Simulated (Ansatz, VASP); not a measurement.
## Two plane-wave programs on MoSe

The input POSCAR:

```
MoSe
1.0
    0.0000000000      3.0184929896      3.0184929896
    3.0184929896      0.0000000000      3.0184929896
    3.0184929896      3.0184929896      0.0000000000
Mo Se
1 1
Direct
    0.0000000000      0.0000000000      0.0000000000
    0.5000000000      0.5000000000      0.5000000000
```

INCAR.step1

```
ALGO = Normal
EDIFF = 1E-4
ENCUT = 520
GGA = PE
ISMEAR = 0
ISPIN = 2
LASPH = True
LCHARG = False
LDAU = True
LDAUJ = 0 0
LDAUL = 2 -1
LDAUTYPE = 2
LDAUU = 4.38 0
LMAXMIX = 4
LREAL = False
LWAVE = True
MAGMOM = 2 0
NBANDS = 21
NELM = 150
PREC = Accurate
SIGMA = 0.1
```

The input INCAR.step2:

```
ALGO = Normal
EDIFF = 1E-7
ENCUT = 520
ISIF = 2
ISMEAR = 0
ISPIN = 2
ISTART = 1
LASPH = True
LCHARG = True
LDAU = True
LDAUJ = 0 0
LDAUL = 2 -1
LDAUPRINT = 1
LDAUTYPE = 2
LDAUU = 4.38 0
LELF = True
LMAXMIX = 4
LMIXTAU = True
LORBIT = 11
LREAL = False
LVHAR = True
LWAVE = False
MAGMOM = 2 0
METAGGA = R2SCAN
NBANDS = 21
NELM = 150
PREC = Accurate
SIGMA = 0.1
```

File KPOINTS:

```
k-points
0
Gamma
  12 12 12
```

Input for Ansatz:

```yaml
crystal:
  lattice:
    - [0.0, 3.0184929896, 3.0184929896]
    - [3.0184929896, 0.0, 3.0184929896]
    - [3.0184929896, 3.0184929896, 0.0]
  atoms:
    - { symbol: Mo, position: [0.0, 0.0, 0.0], spin: 2.0 }
    - { symbol: Se, position: [0.5, 0.5, 0.5] }
basis:
  ecutwfc: 500
kpoints:
  mp_grid: { grid: [12, 12, 12] }
hamiltonian:
  xc: r2scan
  hubbard: { sites: [{ species: Mo, l: d, u_eff: 4.38 }] }
scf:
  occupations: { method: gaussian, width: 0.1 }
output:
  forces: true
  stress: true
  eigenvalues: true
  populations: true
magnetization:
  spin_polarized: true
```

Alike in both runs: task single point; functional r2SCAN; k mesh 12 × 12 × 12; occupations gaussian, width 0.1 eV; collinear spin; Hubbard terms Mo d U = 4.38 eV.

|  | VASP | Ansatz |
| --- | --- | --- |
| version | VASP 6.6.1 | Ansatz 0.2.0 |
| potentials or method | VASP PAW PBE potentials, release 64 (Mo_sv, Se), cutoff 520 eV | scalar-relativistic, plane waves, PAW |
| valence electrons in the cell | 20 | 30 |

VASP gave:

```
gap on the k mesh at the Fermi level (eV)                     : none
pressure (GPa)                                                : -9.1
net moment per atom (μB)                                      : 2.00
size of the moment on the site where the two differ most (μB) : 0.19
```

Question: What did Ansatz give for the same quantities?

Answer: gap on the k mesh at the Fermi level (eV): none; pressure (GPa): -7.8; net moment per atom (μB): 2.00; size of the moment on the site where the two differ most (μB): 0.36.

VASP's potentials were made for PBE, not for r2SCAN. Site moments also hang on the region over which each program counts them. The programs project onto different local orbitals, so the same U acts differently, and such runs can settle in different states. A gap of «none» marks a metal or a gap that the smearing closes. VASP's potentials hold 20 valence electrons a cell and Ansatz's 30, so a difference there can come from the potentials and not from the codes. Ansatz's warnings: filled band counts differ across k points, stability check not made.
